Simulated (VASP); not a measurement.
Wanted: the native input for a VASP 6.6.1 run.

```
Task                   : single point
Functional             : PBE
Potentials or basis    : VASP PAW PBE potentials, release 64 (Ru_pv, S)
Cutoff                 : 520 eV
k mesh                 : 10 × 10 × 10
Occupations            : gaussian, width 0.05 eV
Spin                   : no spin polarisation
Dipole correction      : no
Further INCAR settings : ALGO = Normal; EDIFF = 1e-06; NBANDS = 17
```

The structure of RuS lies in POSCAR:

```
RuS
1.0
    0.0000000000      2.7461088204      2.7461088204
    2.7461088204      0.0000000000      2.7461088204
    2.7461088204      2.7461088204      0.0000000000
Ru S
1 1
Direct
    0.0000000000      0.0000000000      0.0000000000
    0.2500000000      0.2500000000      0.2500000000
```

These files were run (other wordings do the same):

INCAR

```
PREC = Accurate ; ENCUT = 520
EDIFF = 1E-6 ; ISMEAR = 0
SIGMA = 0.05 ; LREAL = F
LASPH = T ; NELM = 100
ALGO = Normal ; ISIF = 2
LWAVE = F ; LCHARG = F
GGA = PE ; NBANDS = 17
```

KPOINTS

```
Automatic mesh
0
Gamma
  10 10 10
```

Potentials or basis: VASP PAW PBE potentials, release 64 (Ru_pv, S).

Command:

```bash
$ cat potpaw_PBE.64/Ru_pv/POTCAR potpaw_PBE.64/S/POTCAR > POTCAR
$ mpirun -np 1 vasp_std > vasp.out
```

It gave:

```
Pressure               : -16.1 GPa
Band gap on the k mesh : zero (band 10 reaches 7.95 eV, above the bottom of band 11 at 5.72 eV)
```

Wall time 23 s on 1 thread of Intel Xeon 6975P-C, with other jobs on the host, peak memory 0.18 GiB.
